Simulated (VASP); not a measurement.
# Ta6HN6F in VASP: further runs, part 2 of 2

VASP 6.6.1. The steps go on from the part before.

### 4 Single point, PBE+D3(BJ)

File INCAR:

```
ALGO = Normal ; EDIFF = 1E-7
ENCUT = 520 ; GGA = PE
ISIF = 2 ; ISMEAR = 0
IVDW = 12 ; LASPH = True
LCHARG = False ; LREAL = False
LWAVE = False ; NBANDS = 65
NELM = 100 ; PREC = Accurate
SIGMA = 0.05
```

File KPOINTS:

```
k-points
0
Gamma
  2 2 1
```

File POSCAR:

```
Ta6HN6F
1.0
    5.2084950000      0.0000000000      0.0000000000
   -2.6042480000      4.5106890000      0.0000000000
    0.0000000000      0.0000000000     16.3721220000
Ta N F H
6 6 1 1
Direct
    0.0000000000      0.0000000000      0.0610794374
    0.3287450358      0.6648525314      0.1351438134
    0.6610573187      0.3312556020      0.1355292246
   -0.0127475076     -0.0032640246      0.2360719032
    0.3118800563      0.6544122195      0.3137166337
    0.6313351427      0.3078700394      0.3214218047
    0.3923922361      0.0000000000      0.0610794374
    0.6076078602      0.6076078400      0.0610794374
    0.0000000956      0.3923921600      0.0610794374
    0.3697139694     -0.0135815171      0.2296226476
    0.5991507305      0.6085682254      0.2348731582
   -0.0175431967      0.3880438221      0.2326210982
   -0.2062014248      0.4260903379      0.4297619453
    0.3461140579      0.9602865549      0.3833994152
```

Potentials or basis: VASP PAW PBE potentials, release 64 (Ta_pv, N, F, H).

Command:

```
> cat potpaw_PBE.64/Ta_pv/POTCAR potpaw_PBE.64/N/POTCAR potpaw_PBE.64/F/POTCAR potpaw_PBE.64/H/POTCAR > POTCAR
> mpirun -np 1 vasp_std > vasp.out
```

OUTCAR:

```text
EDIFF = 1E-7
   ENCUT = 520
   GGA = PE
   ISIF = 2
   ISMEAR = 0
   IVDW = 12
   LASPH = True
   LREAL = False
   NELM = 100
   PREC = Accurate
 IVDW          = 12

 ion  position               nearest neighbor table
   1  0.000  0.000  0.061-   9 2.04   8 2.04   7 2.04   4 2.87   3 3.22   2 3.23   2 3.23   3 3.25
                             3 3.26   2 3.26
   2  0.329  0.665  0.135-   9 2.00   7 2.01   8 2.03  10 2.21  11 2.27  12 2.30   5 2.92   3 3.00
                             3 3.01   3 3.01   1 3.23   1 3.23   1 3.26   4 3.40   4 3.44   4 3.46
   3  0.661  0.331  0.136-   7 2.00   8 2.01   9 2.04  12 2.22  10 2.28  11 2.30   2 3.00   2 3.01
                             2 3.01   6 3.05   1 3.22   1 3.25   1 3.26   4 3.40   4 3.42   4 3.46
   4  0.987  0.997  0.236-  11 2.02  10 2.02  12 2.05   1 2.87   6 3.22   5 3.23   5 3.27   5 3.30
                             6 3.32   2 3.40   3 3.40   6 3.41   3 3.42   2 3.44   3 3.46   2 3.46
   5  0.312  0.654  0.314-  14 1.89  12 2.06  11 2.08  10 2.11   2 2.92   6 2.95   6 3.01   6 3.07
                             4 3.23   4 3.27   4 3.30
   6  0.631  0.308  0.321-  13 1.93  14 1.96  10 2.15  11 2.18  12 2.21   5 2.95   5 3.01   3 3.05
[... 480 lines left out ...]
  FORCE on cell =-STRESS in cart. coord.  units (eV):
  Direction    XX          YY          ZZ          XY          YZ          ZX
  --------------------------------------------------------------------------------------
  -------------------------------------------------------------------------------------
  Total      -4.67784    -2.80959     0.57184     1.34361     1.03099     2.84258
  in kB     -19.48479   -11.70291     2.38189     5.59658     4.29443    11.84033
  external pressure =       -9.60 kB  Pullay stress =        0.00 kB

 VOLUME and BASIS-vectors are now :
 -----------------------------------------------------------------------------
  energy-cutoff  :      520.00
  volume of cell :      384.65
      direct lattice vectors                 reciprocal lattice vectors
     5.208495000  0.000000000  0.000000000     0.191994041  0.110847832  0.000000000
    -2.604248000  4.510689000  0.000000000     0.000000000  0.221695621  0.000000000
     0.000000000  0.000000000 16.372122000     0.000000000  0.000000000  0.061079437

 POSITION                                       TOTAL-FORCE (eV/Angst)
 -----------------------------------------------------------------------------------
      0.00000      0.00000      1.00000        -0.223797      0.070194      0.728488
     -0.01917      2.99894      2.21259         0.009469     -0.004815      0.069469
      2.58044      1.49419      2.21890        -0.007494      0.001819      0.072648
      2.54635      4.49597      3.86500        -0.015328      0.012053     -0.003418
     -0.07983      2.95185      5.13621         0.011843     -0.004525      0.062095
      2.48654      1.38871      5.26236        -0.031573     -0.052900     -0.146482
      2.04377      0.00000      1.00000        -2.334244     -0.128459     -0.483829
      1.58236      2.74073      1.00000         1.202636      1.968720     -0.248560
     -1.02189      1.76996      1.00000         0.879421     -2.073900     -0.242881
     -0.64323      4.44943      3.75941         0.001248     -0.000144     -0.005164
      1.53581      2.74506      3.84537        -0.003579     -0.013214      0.008220
      4.10656      1.75034      3.80850        -0.021865      0.011413      0.003425
      3.02485      1.92196      7.03611         0.295714      0.161178      0.070591
     -0.69809      4.33155      6.27706         0.237550      0.052581      0.115397
 -----------------------------------------------------------------------------------
    total drift:                                0.000166     -0.000025      0.000132

  FREE ENERGIE OF THE ION-ELECTRON SYSTEM (eV)
  ---------------------------------------------------
  free  energy   TOTEN  =      -139.5993725300 eV

  energy  without entropy=     -139.5993715835  energy(sigma->0) =     -139.59937206
```

Run time: 6 min. Hardware: 1 thread of Intel Xeon Platinum 8259CL at 2.50GHz (Skylake/Cascade Lake), shared host; peak memory 0.53 GiB.

Results:

```yaml
Free_energy: -139.5994 eV
Largest_force: 2.387 eV/Å
Band_gap_on_the_k_mesh: 0.31 eV (least direct gap 0.39 eV)
Dispersion_energy_per_atom: -0.240 eV
```

Forces in eV/Å, atoms in the order of the input:
```
Ta  -0.224  0.070  0.728
Ta   0.009 -0.005  0.069
Ta  -0.007  0.002  0.073
Ta  -0.015  0.012 -0.003
Ta   0.012 -0.005  0.062
Ta  -0.032 -0.053 -0.146
N   -2.334 -0.128 -0.484
N    1.203  1.969 -0.249
N    0.879 -2.074 -0.243
N    0.001  0.000 -0.005
N   -0.004 -0.013  0.008
N   -0.022  0.011  0.003
F    0.296  0.161  0.071
H    0.238  0.053  0.115
```

Caveat: the k points lie up to 0.70 Å⁻¹ apart; there is no dipole correction, which matters where the two faces differ; spin-orbit coupling is left out, which moves the levels of the heavy elements.

### 5 Single point, PBE+D3(BJ)

File INCAR:

```
SYSTEM = Ta6HN6F
PREC = Accurate ; ENCUT = 520
EDIFF = 1E-6 ; ISMEAR = 0
SIGMA = 0.05 ; LREAL = .FALSE.
LASPH = .TRUE. ; NELM = 80
ALGO = Normal ; ISIF = 2
LWAVE = .FALSE. ; LCHARG = .FALSE.
GGA = PE ; IVDW = 12
NBANDS = 65
```

File KPOINTS:

```
Automatic mesh
0
G
  2 2 1
  0 0 0
```

File POSCAR:

```
Ta6HN6F
1.0
    5.2084950000      0.0000000000      0.0000000000
   -2.6042480000      4.5106890000      0.0000000000
    0.0000000000      0.0000000000     16.3721220000
Ta N F H
6 6 1 1
Direct
    0.0000000000      0.0000000000      0.0610794374
    0.3282752284      0.6650775525      0.1357386049
    0.6591721389      0.3302841318      0.1359263020
   -0.0191659043     -0.0063943668      0.2360504032
    0.3022355073      0.6552460167      0.3166510731
    0.6305542999      0.3082010309      0.3183233059
    0.3923922361      0.0000000000      0.0610794374
    0.6076078602      0.6076078400      0.0610794374
    0.0000000956      0.3923921600      0.0610794374
    0.3660763211     -0.0124140680      0.2300388429
    0.5937716714      0.6058373787      0.2353911729
   -0.0197818594      0.3875119743      0.2328991929
   -0.0885368988      0.4492675066      0.4140625754
    0.3792852607      0.9772311946      0.3875330883
```

Command:

```
> cat potpaw_PBE.64/Ta_pv/POTCAR potpaw_PBE.64/N/POTCAR potpaw_PBE.64/F/POTCAR potpaw_PBE.64/H/POTCAR > POTCAR
> mpirun -np 1 vasp_std > vasp.out
```

Wall time 5.3 min (1 thread of Intel Xeon Platinum 8259CL at 2.50GHz (Skylake/Cascade Lake), shared host); peak memory 0.54 GiB.

It converged, with:

```yaml
Free_energy: -140.0002 eV
Largest_force: 2.458 eV/Å
Band_gap_on_the_k_mesh: 0.10 eV (least direct gap 0.26 eV)
Dispersion_energy_per_atom: -0.240 eV
```

Forces in eV/Å, atoms in the order of the input:
```
Ta  -0.248  0.047  0.633
Ta   0.005 -0.002  0.078
Ta  -0.005  0.001  0.075
Ta  -0.031 -0.002 -0.006
Ta  -0.044  0.011  0.103
Ta  -0.067 -0.028 -0.095
N   -2.398 -0.170 -0.512
N    1.118  1.977 -0.136
N    0.862 -2.055 -0.027
N   -0.011  0.005  0.000
N   -0.036 -0.033  0.014
N   -0.020 -0.001 -0.001
F    0.722  0.153 -0.217
H    0.152  0.095  0.092
```

Levels at points of the mesh, in eV from the valence-band top:
```tsv
k point	band 49	band 50	band 51	band 52	band 53	band 54	band 55	band 56
(0.00, 0.00, 0.00)	-0.92	-0.74	-0.18	0.00	0.26	0.45	1.56	1.95
(0.50, 0.00, 0.00)	-1.25	-0.97	-0.54	-0.22	0.41	0.87	1.39	1.64
(0.00, 0.50, 0.00)	-1.32	-1.07	-0.55	-0.23	0.35	0.74	1.66	1.80
(0.50, 0.50, 0.00)	-1.29	-1.12	-0.47	-0.23	0.10	0.42	1.55	1.85
```

Caveat: the k points lie up to 0.70 Å⁻¹ apart; there is no dipole correction, which matters where the two faces differ; spin-orbit coupling is left out, which moves the levels of the heavy elements.

### 6 Summary

```tsv
cell	gap on the mesh (eV)	largest force (eV/Å)
as given, atomic positions A	0.20	2.34
as given, atomic positions B	0.21	2.34
as given, atomic positions C	0.31	2.39
as given, atomic positions D	0.10	2.46
```

Alike in all rows: task single point; level PBE+D3(BJ); potentials or basis VASP PAW PBE potentials, release 64 (Ta_pv, N, F, H); no spin polarisation; k mesh 2 × 2 × 1; cutoff (eV) 520; smearing gaussian 0.05 eV.

Caveats: all runs use coarse meshes; there is no dipole correction, which matters where the two faces differ; spin-orbit coupling is left out, which moves the levels of the heavy elements.

Total energies depend on the potentials used, so only differences within one code and one set of settings carry meaning.
